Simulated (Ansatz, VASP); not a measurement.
## One calculation of Ca, two programs

INCAR

```
ALGO     = Normal         # electronic algorithm
EDIFF    = 1E-6           # SCF threshold, eV
ENCUT    = 520            # plane-wave cutoff, eV
GGA      = PS             # functional
ISIF     = 2              # what is computed and relaxed
ISMEAR   = -1             # smearing method
LASPH    = T              # aspherical terms in the spheres
LCHARG   = T              # write CHGCAR
LELF     = T              # ELF
LREAL    = F              # projectors in reciprocal space
LVHAR    = T            
LWAVE    = F              # write WAVECAR
NBANDS   = 17             # bands
NELM     = 80             # most SCF steps
PREC     = Accurate       # precision mode
SIGMA    = 0.08           # smearing width, eV
```

File KPOINTS:

```
k-points
0
Gamma
  11 11 6
```

Contents of POSCAR:

```
Ca
1.0
    2.9186007646      0.0000000000      0.0000000000
   -1.4593003823      2.5275824057      0.0000000000
    0.0000000000      0.0000000000      4.7557089170
Ca
2
Direct
    0.3333333333      0.6666666667      0.2500000000
    0.6666666667      0.3333333333      0.7500000000
```

Input for Ansatz:

```yaml
crystal:
  lattice:
    - [2.9186007646, 0.0, 0.0]
    - [-1.4593003823, 2.5275824057, 0.0]
    - [0.0, 0.0, 4.755708917]
  atoms:
    - { symbol: Ca, position: [0.3333333333, 0.6666666667, 0.25] }
    - { symbol: Ca, position: [0.6666666667, 0.3333333333, 0.75] }
kpoints:
  mp_grid: { grid: [11, 11, 6] }
scf:
  occupations: { method: fermi_dirac, width: 0.08 }
hamiltonian:
  xc: pbesol
  pseudopotentials: { kind: all_electron, datasets: crystal }
output:
  forces: true
  stress: true
  eigenvalues: true
```

Change from the starting cell: volume scaled by 0.43, crystal datasets.

Alike in both runs: task single point; functional PBEsol; k mesh 11 × 11 × 6; occupations fermi-dirac, width 0.08 eV; no spin polarisation.

|  | VASP | Ansatz |
| --- | --- | --- |
| version | VASP 6.6.1 | Ansatz 0.2.0 |
| potentials or method | VASP PAW PBE potentials, release 64 (Ca_sv), cutoff 520 eV | all-electron PAW with datasets made for the crystal, scalar-relativistic |

VASP gave:

* pressure (GPa): 46.5
* traceless stress, the component that is largest in VASP (GPa): -0.48

Question: What did Ansatz give for the same quantities?

Answer: Pressure (GPa): 46.3; traceless stress, the component that is largest in VASP (GPa): -0.46.

VASP's potentials were made for PBE, not for PBEsol. Both programs put the cell under a high pressure, so it lies far from rest at this level. Ansatz ran all-electron here, and VASP with PAW potentials.
